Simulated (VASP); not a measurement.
Runs of VASP 6.6.1 on InSb. The structure is that of space group P4/mmm (No. 123), or close to it. The cells are those of the table. 

```csv
cell,gap on the mesh (eV),pressure (GPa)
"a = 3.036, b = 3.036, c = 6.218 Å, 2 atoms",none,-0.8
"a = 3.097, b = 3.036, c = 5.974 Å, 2 atoms",none,0.0
"a = 2.915, b = 3.036, c = 5.853 Å, 2 atoms",none,5.2
"a = 3.036, b = 3.036, c = 5.853 Å, 2 atoms",none,2.3
"a = 3.158, b = 3.036, c = 5.974 Å, 2 atoms",none,-0.8
"a = 3.097, b = 3.036, c = 6.218 Å, 2 atoms",none,-1.8
"a = 3.036, b = 3.036, c = 5.974 Å, 2 atoms",none,1.1
"a = 2.975, b = 3.036, c = 5.974 Å, 2 atoms",none,2.3
"a = 2.915, b = 3.036, c = 5.974 Å, 2 atoms",none,3.8
"a = 2.975, b = 3.036, c = 6.340 Å, 2 atoms",none,(a)
"a = 3.097, b = 3.036, c = 6.096 Å, 2 atoms",none,-1.0
"a = 2.975, b = 3.036, c = 6.218 Å, 2 atoms",none,(b)
```

Alike in all rows: task single point; level PBEsol; potentials or basis VASP PAW PBE potentials, release 64 (In_d, Sb); no spin polarisation; k mesh 14 × 14 × 8; cutoff (eV) 500; smearing gaussian 0.15 eV.

Fill in the values left out.

(a) -0.5; (b) 0.3.

Caveats: the PAW data sets were made with another functional, which shifts forces and pressure a little; spin-orbit coupling is left out, which moves the levels of the heavy elements; the cell stands under pressure (at least some runs).

A k mesh can miss the band edges, and the runs leave out spin-orbit coupling on In, Sb.

A gap of «none» marks levels without a gap at the run's occupations.
